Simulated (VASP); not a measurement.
Write the native input for VASP 6.6.1 that does the following.

```
Task                   : single point
Functional             : r2SCAN
Potentials or basis    : VASP PAW PBE potentials, release 64 (Ti_sv)
Cutoff                 : 520 eV
k mesh                 : 9 × 9 × 12
Occupations            : methfessel-paxton, width 0.1 eV
Spin                   : no spin polarisation
Dipole correction      : no
Further INCAR settings : ALGO = Normal; EDIFF = 1e-06; NBANDS = 25
```

Ti:

```xyz
3
Lattice="4.6460 0.0000 0.0000 -2.3230 4.0236 0.0000 0.0000 0.0000 2.8200" Properties=species:S:1:pos:R:3 pbc="T T T"
Ti    0.0000    0.0000    0.0000
Ti    0.0000    2.6824    1.4100
Ti    2.3230    1.3412    1.4100
```

This isn't the form of Ti at room conditions, which is hcp.

These files were run (other wordings do the same):

POSCAR

```
Ti
1.0
    4.6460000000      0.0000000000      0.0000000000
   -2.3230000000      4.0235541700      0.0000000000
    0.0000000000      0.0000000000      2.8200000000
Ti
3
Direct
    0.0000000000      0.0000000000      0.0000000000
    0.3333333333      0.6666666667      0.5000000000
    0.6666666667      0.3333333333      0.5000000000
```

INCAR.step1

```
  PREC = Accurate
  ENCUT = 520
  ISMEAR = 1
  SIGMA = 0.1
  LREAL = F
  LASPH = T
  NELM = 60
  NBANDS = 25
  GGA = PE
  ALGO = Normal
  EDIFF = 1E-4
  LWAVE = T
  LCHARG = F
```

INCAR.step2

```
  PREC = Accurate
  ENCUT = 520
  EDIFF = 1E-6
  ISMEAR = 1
  SIGMA = 0.1
  LREAL = F
  LASPH = T
  NELM = 60
  ALGO = Normal
  ISIF = 2
  LWAVE = F
  LCHARG = T
  METAGGA = R2SCAN
  LMIXTAU = T
  LELF = T
  LVHAR = T
  NBANDS = 25
  ISTART = 1
```

KPOINTS

```
Automatic mesh
0
Gamma
  9 9 12
```

Potentials or basis: VASP PAW PBE potentials, release 64 (Ti_sv).

Run with:

```bash
$ cat potpaw_PBE.64/Ti_sv/POTCAR > POTCAR
$ cp INCAR.step1 INCAR
$ mpirun -np 1 vasp_std > vasp.out
$ cp INCAR.step2 INCAR
$ mpirun -np 1 vasp_std > vasp.out
```

Results of the run:

* Pressure: -3.1 GPa
* Band gap on the k mesh: zero (bands 18 and 19 overlap by 0.18 eV)

Caveat: the cell stands under tension; the PAW data sets were made with another functional, which shifts forces and pressure a little.

Wall time 3.9 min on 1 thread of Intel(R) Xeon(R) Platinum 8488C (Sapphire Rapids) (shared host), peak memory 0.23 GiB.
